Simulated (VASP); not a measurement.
# SnTe (P6_3mc) in VASP: a series of runs, part 2 of 2

VASP 6.6.1.

## (4) Single point, PBE

This run uses another cell than the first one, of 39.28 Å³/atom.

Input file INCAR:

```
SYSTEM = SnTe
ALGO = Normal
EDIFF = 1E-6
ENCUT = 520
GGA = PE
ISIF = 2
ISMEAR = -1
LASPH = .TRUE.
LCHARG = .FALSE.
LREAL = .FALSE.
LWAVE = .FALSE.
NBANDS = 28
NELM = 100
PREC = Accurate
SIGMA = 0.05
```

Input file KPOINTS:

```
k-points
0
G
  9 9 5
  0 0 0
```

Input file POSCAR:

```
SnTe
1.0
    5.3384444272      0.0000000000      0.0000000000
   -2.6692222136      4.6232284906      0.0000000000
    0.0000000000      0.0000000000      6.3668297841
Sn Te
2 2
Direct
    0.3333333333      0.6666666667     -0.0567565929
    0.6666666667      0.3333333333      0.4432434071
    0.3333333333      0.6666666667      0.4327565929
    0.6666666667      0.3333333333      0.9327565929
```

Potentials or basis: VASP PAW PBE potentials, release 64 (Sn_d, Te).

Launch:

```sh
cat potpaw_PBE.64/Sn_d/POTCAR potpaw_PBE.64/Te/POTCAR > POTCAR
mpirun -np 1 vasp_std > vasp.out
```

OUTCAR:

```text
SYSTEM = SnTe
   EDIFF = 1E-6
   ENCUT = 520
   GGA = PE
   ISIF = 2
   ISMEAR = -1
   LASPH = .TRUE.
   LREAL = .FALSE.
   NELM = 100
   PREC = Accurate

 ion  position               nearest neighbor table
   1  0.333  0.667  0.943-   4 3.08   4 3.08   4 3.08   3 3.12   3 3.25
   2  0.667  0.333  0.443-   3 3.08   3 3.08   3 3.08   4 3.12   4 3.25
   3  0.333  0.667  0.433-   2 3.08   2 3.08   2 3.08   1 3.12   1 3.25
   4  0.667  0.333  0.933-   1 3.08   1 3.08   1 3.08   2 3.12   2 3.25

  LATTYP: Found a hexagonal cell.
 ALAT       =     5.3384444272
 C/A-ratio  =     1.1926376440

  Lattice vectors:

 A1 = (   5.3384444272,   0.0000000000,   0.0000000000)
 A2 = (  -2.6692222136,   4.6232284906,   0.0000000000)
 A3 = (   0.0000000000,   0.0000000000,   6.3668297841)

Analysis of symmetry for initial positions (statically):
=====================================================================
 Subroutine PRICEL returns:
 Original cell was already a primitive cell.

 Routine SETGRP: Setting up the symmetry group for a
 hexagonal supercell.

 Subroutine GETGRP returns: Found 12 space group operations
 (whereof  6 operations were pure point group operations)
 out of a pool of 24 trial point group operations.

The static configuration has the point symmetry C_3v.
[... 163 lines left out ...]
  free energy    TOTEN  =       -14.61162667 eV

  energy without entropy =      -14.61151680  energy(sigma->0) =      -14.61157173

 E-fermi :   4.8496     XC(G=0):  -8.2022

 val. band max:        4.5278334598   @ k =   0.3333   0.3333   0.4000
 cond. band min:       5.1852735000   @ k =   0.1111   0.1111   0.0000
 fundamental gap:      0.6574400402
 Fermi energy:         4.8495613379

 k-point     1 :       0.0000    0.0000    0.0000
  band No.  band energies     occupation
      1     -17.1276      2.00000
      2     -17.1276      2.00000
      3     -17.1272      2.00000
      4     -17.1272      2.00000
      5     -17.1261      2.00000
      6     -17.1131      2.00000
[... 733 lines left out ...]
     27       9.0774      0.00000
     28      10.2224      0.00000

 [... further k-points ...]
[... 5 lines left out ...]
  --------------------------------------------------------------------------------------
  -------------------------------------------------------------------------------------
  Total        1.7059887      1.7059887      1.7054853      0.0000000      0.0000000     -0.0000000
  in kB       17.3941581     17.3941581     17.3890250      0.0000000      0.0000000     -0.0000000
  external PRESSURE =      17.3924471 kB  Pullay stress =       0.0000000 kB

 VOLUME and BASIS-vectors are now :
 -----------------------------------------------------------------------------
  energy-cutoff  :      520.00
  volume of cell :      157.14
      direct lattice vectors                 reciprocal lattice vectors
     5.338444427  0.000000000  0.000000000     0.187320485  0.108149533  0.000000000
    -2.669222214  4.623228491  0.000000000     0.000000000  0.216299065  0.000000000
     0.000000000  0.000000000  6.366829784     0.000000000  0.000000000  0.157064039

 POSITION                                       TOTAL-FORCE (eV/Angst)
 -----------------------------------------------------------------------------------
     -0.00000      3.08215      6.00547        -0.000000      0.000000     -0.002288
      2.66922      1.54108      2.82206         0.000000     -0.000000     -0.002288
     -0.00000      3.08215      2.75529         0.000000     -0.000000      0.002288
      2.66922      1.54108      5.93870        -0.000000      0.000000      0.002288
 -----------------------------------------------------------------------------------
    total drift:                               -0.000000      0.000000      0.000353

  FREE ENERGIE OF THE ION-ELECTRON SYSTEM (eV)
  ---------------------------------------------------
  free  energy   TOTEN  =       -14.6116266692 eV

  energy  without entropy=      -14.6115167985  energy(sigma->0) =      -14.61157173
```

OSZICAR:

```text
N       E                     dE             d eps       ncg     rms          rms(c)
DAV:   1     0.330791449247E+03    0.33079E+03   -0.18639E+04  2052   0.158E+03
DAV:   2     0.293558973621E+02   -0.30144E+03   -0.29386E+03  2032   0.401E+02
DAV:   3    -0.128043953887E+02   -0.42160E+02   -0.41163E+02  2480   0.143E+02
DAV:   4    -0.147334201353E+02   -0.19290E+01   -0.19233E+01  2320   0.313E+01
DAV:   5    -0.148012862643E+02   -0.67866E-01   -0.67858E-01  2832   0.627E+00    0.694E+00
DAV:   6    -0.146173681711E+02    0.18392E+00   -0.39379E-01  2404   0.298E+00    0.457E+00
DAV:   7    -0.146121447920E+02    0.52234E-02   -0.20776E-01  2532   0.159E+00    0.836E-01
DAV:   8    -0.146097315608E+02    0.24132E-02   -0.30572E-02  2200   0.987E-01    0.532E-01
DAV:   9    -0.146115789629E+02   -0.18474E-02   -0.38047E-03  2136   0.359E-01    0.232E-01
DAV:  10    -0.146113984256E+02    0.18054E-03   -0.63362E-04  2568   0.176E-01    0.828E-02
DAV:  11    -0.146116112585E+02   -0.21283E-03   -0.34209E-04  2112   0.855E-02    0.417E-02
DAV:  12    -0.146116220264E+02   -0.10768E-04   -0.15658E-05  2444   0.241E-02    0.139E-02
DAV:  13    -0.146116250136E+02   -0.29872E-05   -0.40559E-06  1824   0.114E-02    0.127E-02
DAV:  14    -0.146116262844E+02   -0.12708E-05   -0.40856E-07  1684   0.523E-03    0.167E-03
DAV:  15    -0.146116266692E+02   -0.38485E-06   -0.25907E-07  1428   0.272E-03
   1 F= -.14611627E+02 E0= -.14611572E+02  d E =-.109871E-03
```

stdout:

```text
POSCAR found type information on POSCAR SnTe
 POSCAR found :  2 types and       4 ions
 scaLAPACK will be used
 LDA part: xc-table for (Slater+PW92), standard interpolation
 POSCAR, INCAR and KPOINTS ok, starting setup
 FFT: planning ... GRIDC
 FFT: planning ... GRID_SOFT
 FFT: planning ... GRID
 WAVECAR not read
 entering main loop
```

It took 3.7 min on 1 thread of Intel Xeon 8259CL, shared host; peak memory 0.35 GiB.

Results:

```
Free energy            : -14.6116 eV
Pressure               : 1.7 GPa
Band gap on the k mesh : 0.66 eV (least direct gap 1.12 eV)
```

Forces on the atoms (eV/Å):
```
Sn   0.000  0.000 -0.002
Sn   0.000  0.000 -0.002
Te   0.000  0.000  0.002
Te   0.000  0.000  0.002
```

Caveat: semilocal functionals underestimate gaps, and a narrow one can read as zero; spin-orbit coupling is left out, which moves the levels of the heavy elements. A k mesh can miss the band edges.

## (5) Single point, PBE (39.28 Å³/atom)

This run uses another cell than the first one, of 39.28 Å³/atom.

Input file INCAR:

```
PREC = Accurate
ENCUT = 520
EDIFF = 1E-6
ISMEAR = -1
SIGMA = 0.05
LREAL = F
LASPH = T
NELM = 80
ALGO = Normal
ISIF = 2
LWAVE = F
LCHARG = F
GGA = PE
NBANDS = 28
```

Input file KPOINTS:

```
Automatic mesh
0
Gamma
  9 9 5
```

POSCAR is that of step 4.

Launch:

```sh
cat potpaw_PBE.64/Sn_d/POTCAR potpaw_PBE.64/Te/POTCAR > POTCAR
mpirun -np 1 vasp_std > vasp.out
```

It took 3.8 min on 1 thread of Intel Xeon 8259CL, shared host; peak memory 0.35 GiB.

The run converged. Its results:

| Quantity | Value |
| --- | --- |
| Free energy | -14.6116 eV |
| Pressure | 1.7 GPa |
| Band gap on the k mesh | 0.66 eV (least direct gap 1.12 eV) |

Forces in eV/Å, atoms in the order of the input:
```
Sn   0.000  0.000 -0.002
Sn   0.000  0.000 -0.002
Te   0.000  0.000  0.002
Te   0.000  0.000  0.002
```

Levels at points of the mesh, in eV from the valence-band top:
| k point | band 16 | band 17 | band 18 | band 19 | band 20 | band 21 | band 22 | band 23 | band 24 | band 25 |
| --- | --- | --- | --- | --- | --- | --- | --- | --- | --- | --- |
| (0.00, 0.00, 0.00) | -3.37 | -3.37 | -1.92 | -1.92 | -1.89 | 0.71 | 0.71 | 2.46 | 2.46 | 3.78 |

Caveat: semilocal functionals underestimate gaps, and a narrow one can read as zero; spin-orbit coupling is left out, which moves the levels of the heavy elements.

## (6) Summary

| cell | gap on the mesh (eV) | pressure (GPa) |
| --- | --- | --- |
| a = 5.053, b = 5.053, c = 6.049 Å, angles 90.0, 90.0, 120.0°, 4 atoms, atomic positions A | 0.20 | 10.0 |
| a = 5.219, b = 5.219, c = 6.236 Å, angles 90.0, 90.0, 120.0°, 4 atoms, atomic positions B | 0.48 | 4.5 |
| a = 5.338, b = 5.338, c = 6.367 Å, angles 90.0, 90.0, 120.0°, 4 atoms, atomic positions C | 0.66 | 1.7 |

Alike in all rows: task single point; level PBE; potentials or basis VASP PAW PBE potentials, release 64 (Sn_d, Te); no spin polarisation; k mesh 9 × 9 × 5; cutoff (eV) 520; smearing fermi-dirac 0.05 eV.

Caveats: semilocal functionals underestimate gaps, and a narrow one can read as zero; spin-orbit coupling is left out, which moves the levels of the heavy elements; the cell stands under pressure (at least some runs).

Total energies depend on the potentials used, so only differences within one code and one set of settings carry meaning.
